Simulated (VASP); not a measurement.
# AlGa3N4 (P-43m) in VASP: single point with r2SCAN

Aim: the single point of AlGa3N4 with r2SCAN.

Everything below comes from runs of VASP 6.6.1. Logs are shortened: lines on timing, memory, paths and dates and some standing lists are left out, and cuts for length are marked.

## Step 1: The cell of the first run

Symmetry: P-43m, No. 215, cubic system. The conventional cell has a = 4.465 Å, b = 4.465 Å, c = 4.465 Å, α = 90.00°, β = 90.00°, γ = 90.00°. Al (site symmetry -43m) has 4 N at 1.82 Å within 2.4 Å. Ga (site symmetry -42m) has 4 N at 1.98 Å within 2.6 Å. Within 2.4 Å of N (site symmetry 3m) lie 1 Al at 1.82 Å and 3 Ga at 1.98 Å.

## Step 2: Single point, r2SCAN (atoms displaced along a vibrational mode)

Contents of POSCAR:

```
AlGa3N4
1.0
    4.4653444522      0.0000000000      0.0000000000
    0.0000000000      4.4653444522      0.0000000000
    0.0000000000      0.0000000000      4.4653444522
Al Ga N
1 3 4
Direct
    0.0000000000      0.0000000000      0.0000000000
    0.5000000000      0.5000000000      0.0000000000
    0.5000000000      0.0000000000      0.5000000000
    0.0000000000      0.5000000000      0.5000000000
    0.7650482401      0.7650482401      0.2349517599
    0.7650482401      0.2349517599      0.7650482401
    0.2349517599      0.7650482401      0.7650482401
    0.2349517599      0.2349517599      0.2349517599
```

Contents of INCAR.step1:

```
SYSTEM = AlGa3N4
ALGO = Normal
EDIFF = 1E-4
ENCUT = 520
GGA = PE
ISMEAR = 0
LASPH = .TRUE.
LCHARG = .FALSE.
LREAL = .FALSE.
LWAVE = .TRUE.
NBANDS = 41
NELM = 60
PREC = Accurate
SIGMA = 0.05
```

Contents of INCAR.step2:

```
SYSTEM = AlGa3N4
ALGO = Normal
EDIFF = 1E-6
ENCUT = 520
ISIF = 2
ISMEAR = 0
ISTART = 1
LASPH = .TRUE.
LCHARG = .FALSE.
LMIXTAU = .TRUE.
LREAL = .FALSE.
LWAVE = .FALSE.
METAGGA = R2SCAN
NBANDS = 41
NELM = 60
PREC = Accurate
SIGMA = 0.05
```

Contents of KPOINTS:

```
k-points
0
G
  6 6 6
  0 0 0
```

Potentials or basis: VASP PAW PBE potentials, release 64 (Al, Ga_d, N).

Command:

```sh
cat potpaw_PBE.64/Al/POTCAR potpaw_PBE.64/Ga_d/POTCAR potpaw_PBE.64/N/POTCAR > POTCAR
cp INCAR.step1 INCAR
mpirun -np 1 vasp_std > vasp.out
cp INCAR.step2 INCAR
mpirun -np 1 vasp_std > vasp.out
```

OUTCAR:

```text
SYSTEM = AlGa3N4
   EDIFF = 1E-6
   ENCUT = 520
   ISIF = 2
   ISMEAR = 0
   ISTART = 1
   LASPH = .TRUE.
   LREAL = .FALSE.
   METAGGA = R2SCAN
   NELM = 60
   PREC = Accurate

 ion  position               nearest neighbor table
   1  0.000  0.000  0.000-   5 1.82   6 1.82   7 1.82   8 1.82
   2  0.500  0.500  0.000-   5 1.98   6 1.98   7 1.98   8 1.98
   3  0.500  0.000  0.500-   5 1.98   6 1.98   7 1.98   8 1.98
   4  0.000  0.500  0.500-   5 1.98   6 1.98   7 1.98   8 1.98
   5  0.765  0.765  0.235-   1 1.82   2 1.98   3 1.98   4 1.98
   6  0.765  0.235  0.765-   1 1.82   2 1.98   3 1.98   4 1.98
   7  0.235  0.765  0.765-   1 1.82   2 1.98   3 1.98   4 1.98
   8  0.235  0.235  0.235-   1 1.82   2 1.98   3 1.98   4 1.98

  LATTYP: Found a simple cubic cell.
 ALAT       =     4.4653444522

  Lattice vectors:

 A1 = (   4.4653444522,   0.0000000000,   0.0000000000)
 A2 = (   0.0000000000,   4.4653444522,   0.0000000000)
 A3 = (   0.0000000000,   0.0000000000,   4.4653444522)

Analysis of symmetry for initial positions (statically):
=====================================================================
 Subroutine PRICEL returns:
 Original cell was already a primitive cell.

 Routine SETGRP: Setting up the symmetry group for a
 simple cubic supercell.

 Subroutine GETGRP returns: Found 24 space group operations
 (whereof 24 operations were pure point group operations)
 out of a pool of 48 trial point group operations.

The static configuration has the point symmetry T_d .

Analysis of symmetry for dynamics (positions and initial velocities):
=====================================================================
 Subroutine PRICEL returns:
 Original cell was already a primitive cell.

 Routine SETGRP: Setting up the symmetry group for a
 simple cubic supercell.

 Subroutine GETGRP returns: Found 24 space group operations
 (whereof 24 operations were pure point group operations)
 out of a pool of 48 trial point group operations.

The dynamic configuration has the point symmetry T_d .

 Subroutine INISYM returns: Found 24 space group operations
 (whereof 24 operations are pure point group operations),
 and found     1 'primitive' translations

----------------------------------------------------------------------------------------

                                     Primitive cell

  volume of cell :      89.0358

  direct lattice vectors                    reciprocal lattice vectors
     4.465344452  0.000000000  0.000000000     0.223946889  0.000000000  0.000000000
     0.000000000  4.465344452  0.000000000     0.000000000  0.223946889  0.000000000
     0.000000000  0.000000000  4.465344452     0.000000000  0.000000000  0.223946889

  length of vectors
     4.465344452  4.465344452  4.465344452     0.223946889  0.223946889  0.223946889

  position of ions in fractional coordinates (direct lattice)
     0.000000000  0.000000000  0.000000000
     0.500000000  0.500000000  0.000000000
     0.500000000  0.000000000  0.500000000
     0.000000000  0.500000000  0.500000000
     0.765048240  0.765048240  0.234951760
     0.765048240  0.234951760  0.765048240
     0.234951760  0.765048240  0.765048240
     0.234951760  0.234951760  0.234951760

  ion indices of the primitive-cell ions
   primitive index   ion index
                 1           1
                 2           2
                 3           3
                 4           4
                 5           5
                 6           6
                 7           7
                 8           8

----------------------------------------------------------------------------------------

 KPOINTS: k-points

Automatic generation of k-mesh.
 Grid dimensions read from file:
 generate k-points for:    6    6    6

 Generating k-lattice:

  Cartesian coordinates                     Fractional coordinates (reciprocal lattice)
     0.037324482  0.000000000  0.000000000     0.166666667  0.000000000  0.000000000
     0.000000000  0.037324482  0.000000000     0.000000000  0.166666667  0.000000000
     0.000000000  0.000000000  0.037324482     0.000000000  0.000000000  0.166666667

  Length of vectors
     0.037324482  0.037324482  0.037324482

  Shift w.r.t. Gamma in fractional coordinates (k-lattice)
     0.000000000  0.000000000  0.000000000

 Subroutine IBZKPT returns following result:
 ===========================================

 Found     20 irreducible k-points:

 Following reciprocal coordinates:
            Coordinates               Weight
  0.000000  0.000000  0.000000      1.000000
  0.166667  0.000000  0.000000      6.000000
  0.333333  0.000000  0.000000      6.000000
  0.500000  0.000000  0.000000      3.000000
  0.166667  0.166667  0.000000     12.000000
  0.333333  0.166667  0.000000     24.000000
[... 12 lines left out ...]
  0.500000  0.500000  0.333333      6.000000
  0.500000  0.500000  0.500000      1.000000
   k-points           NKPTS =     20   k-points in BZ     NKDIM =     20   number of bands    NBANDS=     41
   number of dos      NEDOS =    301   number of ions     NIONS =      8
   total plane-waves  NPLWV =  46656
   dimension x,y,z NGX =    36 NGY =   36 NGZ =   36
   dimension x,y,z NGXF=    72 NGYF=   72 NGZF=   72
   ions per type =               1   3   4
   NGX,Y,Z   is equivalent  to a cutoff of  13.40, 13.40, 13.40 a.u.
   NGXF,Y,Z  is equivalent  to a cutoff of  26.81, 26.81, 26.81 a.u.
 SYSTEM =  AlGa3N4
   PREC   = accura    normal or accurate (medium, high low for compatibility)
   ISTART =      1    job   : 0-new  1-cont  2-samecut
   ICHARG =      0    charge: 1-file 2-atom 10-const
   ISPIN  =      1    spin polarized calculation?
   LNONCOLLINEAR =      F non collinear calculations
   LSORBIT =      F    spin-orbit coupling
   LASPH  =      T    aspherical Exc in radial PAW
   ENCUT  =  520.0 eV  38.22 Ry    6.18 a.u.   8.30  8.30  8.30*2*pi/ulx,y,z
   NELM   =     60;   NELMIN=  2; NELMDL=  0     # of ELM steps
   EDIFF  = 0.1E-05   stopping-criterion for ELM
   LREAL  =      F    real-space projection
   EDIFFG = 0.1E-04   stopping-criterion for IOM
   NSW    =      0    number of steps for IOM
   IBRION =     -1    ionic relax: 0-MD 1-quasi-New 2-CG
   NFREE  =      0    steps in history (QN), initial steepest desc. (CG)
   ISIF   =      2    stress and relaxation
   ISYM   =      2    0-nonsym 1-usesym 2-fastsym
   POTIM  = 0.5000    time-step for ionic-motion
   TEBEG  =    0.0;   TEEND  =   0.0 temperature during run
   PSTRESS=    0.0 pullay stress
   NELECT =      62.0000    total number of electrons
   NUPDOWN=      -1.0000    fix difference up-down
   EMIN   =  10.00;   EMAX   =-10.00  energy-range for DOS
   EFERMI =   0.00;   METHOD = LEGACY
   ISMEAR =     0;   SIGMA  =   0.05  broadening in eV -4-tet -1-fermi 0-gaus
   EFERMI_NEDOS =   21; number of points for ismear=-14 and -15
   IALGO  =     38    algorithm
   IMIX   =      4    mixing-type and parameters
     AMIX     =   0.40;   BMIX     =  1.00
     AMIX_MAG =   1.60;   BMIX_MAG =  1.00
  volume/ion in A,a.u.               =      11.13        75.11
  Fermi-wavevector in a.u.,A,eV,Ry     =   1.451055  2.742096 28.647877  2.105560
  Thomas-Fermi vector in A             =   2.568596
   LORBIT       =      0    0 simple, 1 ext, 2 COOP (PROOUT), +10 PAW based schemes
   METAGGA = R2SCAN    functional components
   LHFCALC =     F    Hartree Fock is set to
   AEXX    =    0.0000 exact exchange contribution
   IVDW    =     0    specifies the selected vdW correction
   LEPSILON=     F    determine dielectric tensor
   LRPA    =     F    only Hartree local field effects (RPA)
 non-spin polarized calculation
 Gauss-broadening in eV      SIGMA  =   0.05
  energy-cutoff  :      520.00
  volume of cell :       89.04
 maximum number of plane-waves:      2440
 NGX is ok and might be reduce to    36
   NGX = 17   NGY = 17   NGZ = 17

 number of electron      61.9999968 magnetization

 Free energy of the ion-electron system (eV)
  ---------------------------------------------------
  ext. energy  EPLUGINS =         0.00000000
  ---------------------------------------------------
  free energy    TOTEN  =       -84.57209466 eV

  energy without entropy =      -84.57209466  energy(sigma->0) =      -84.57209466

 E-fermi :   5.3382     XC(G=0): -12.3871

 val. band max:        5.0445079908   @ k =   0.1667   0.1667   0.0000
 cond. band min:       7.9001766470   @ k =   0.0000   0.0000   0.0000
 fundamental gap:      2.8556686562
 Fermi energy:         5.3382476006

 k-point     1 :       0.0000    0.0000    0.0000
  band No.  band energies     occupation
      1     -11.3053      2.00000
      2      -9.8827      2.00000
      3      -9.8827      2.00000
      4      -9.8826      2.00000
      5      -8.4376      2.00000
      6      -8.4205      2.00000
[... 33 lines left out ...]
     40      16.6156      0.00000
     41      16.6156      0.00000

 k-point     2 :       0.1667    0.0000    0.0000
  band No.  band energies     occupation
      1     -11.1934      2.00000
      2      -9.9322      2.00000
      3      -9.8858      2.00000
      4      -9.8858      2.00000
      5      -8.4451      2.00000
      6      -8.4172      2.00000
[... 33 lines left out ...]
     40      16.8139      0.00000
     41      16.8139      0.00000

 k-point     3 :       0.3333    0.0000    0.0000
  band No.  band energies     occupation
      1     -10.8934      2.00000
      2     -10.1027      2.00000
      3      -9.8921      2.00000
      4      -9.8921      2.00000
      5      -8.4252      2.00000
      6      -8.4016      2.00000
[... 699 lines left out ...]
      2     -10.0529      2.00000
      3     -10.0529      2.00000
      4     -10.0409      2.00000
      5      -8.4146      2.00000
      6      -8.4146      2.00000
[... 33 lines left out ...]
     40      15.8478      0.00000
     41      16.4982      0.00000

 k-point    20 :       0.5000    0.5000    0.5000
  band No.  band energies     occupation
      1     -10.3588      2.00000
      2     -10.0456      2.00000
      3     -10.0456      2.00000
      4     -10.0456      2.00000
      5      -8.4182      2.00000
      6      -8.4182      2.00000
[... 33 lines left out ...]
     40      15.5804      0.00000
     41      16.1711      0.00000

------------------------ aborting loop because EDIFF is reached ----------------------------------------

  FORCE on cell =-STRESS in cart. coord.  units (eV):
  Direction    XX          YY          ZZ          XY          YZ          ZX
  --------------------------------------------------------------------------------------
  -------------------------------------------------------------------------------------
  Total        0.8435619      0.8435619      0.8435619      0.0000000     -0.0000000     -0.0000000
  in kB       15.1796814     15.1796814     15.1796814      0.0000000     -0.0000000     -0.0000000
  external PRESSURE =      15.1796814 kB  Pullay stress =       0.0000000 kB

 VOLUME and BASIS-vectors are now :
 -----------------------------------------------------------------------------
  energy-cutoff  :      520.00
  volume of cell :       89.04
      direct lattice vectors                 reciprocal lattice vectors
     4.465344452  0.000000000  0.000000000     0.223946889  0.000000000  0.000000000
     0.000000000  4.465344452  0.000000000     0.000000000  0.223946889  0.000000000
     0.000000000  0.000000000  4.465344452     0.000000000  0.000000000  0.223946889

 POSITION                                       TOTAL-FORCE (eV/Angst)
 -----------------------------------------------------------------------------------
      0.00000      0.00000      0.00000         0.000000      0.000000      0.000000
      2.23267      2.23267      0.00000         0.000000      0.000000      0.000000
      2.23267      0.00000      2.23267         0.000000      0.000000      0.000000
      0.00000      2.23267      2.23267         0.000000      0.000000      0.000000
      3.41620      3.41620      1.04914        -1.215628     -1.215628      1.215628
      3.41620      1.04914      3.41620        -1.215628      1.215628     -1.215628
      1.04914      3.41620      3.41620         1.215628     -1.215628     -1.215628
      1.04914      1.04914      1.04914         1.215628      1.215628      1.215628
 -----------------------------------------------------------------------------------
    total drift:                               -0.000000     -0.000000     -0.000000

  FREE ENERGIE OF THE ION-ELECTRON SYSTEM (eV)
  ---------------------------------------------------
  free  energy   TOTEN  =       -84.5720946560 eV

  energy  without entropy=      -84.5720946560  energy(sigma->0) =      -84.57209466
```

Wall time 6.8 min (1 thread of Intel Xeon 8259CL, shared host); peak memory 0.25 GiB.

What came out:

```yaml
Free_energy: -84.5721 eV
Pressure: 1.5 GPa
Largest_force: 2.106 eV/Å
Band_gap_on_the_k_mesh: 2.86 eV
```

Forces in eV/Å, atoms in the order of the input:
```
Al   0.000  0.000  0.000
Ga   0.000  0.000  0.000
Ga   0.000  0.000  0.000
Ga   0.000  0.000  0.000
N   -1.216 -1.216  1.216
N   -1.216  1.216 -1.216
N    1.216 -1.216 -1.216
N    1.216  1.216  1.216
```

Caveat: the cell differs from its parent crystal (atoms displaced along a vibrational mode); the PAW data sets were made with another functional, which shifts forces and pressure a little.
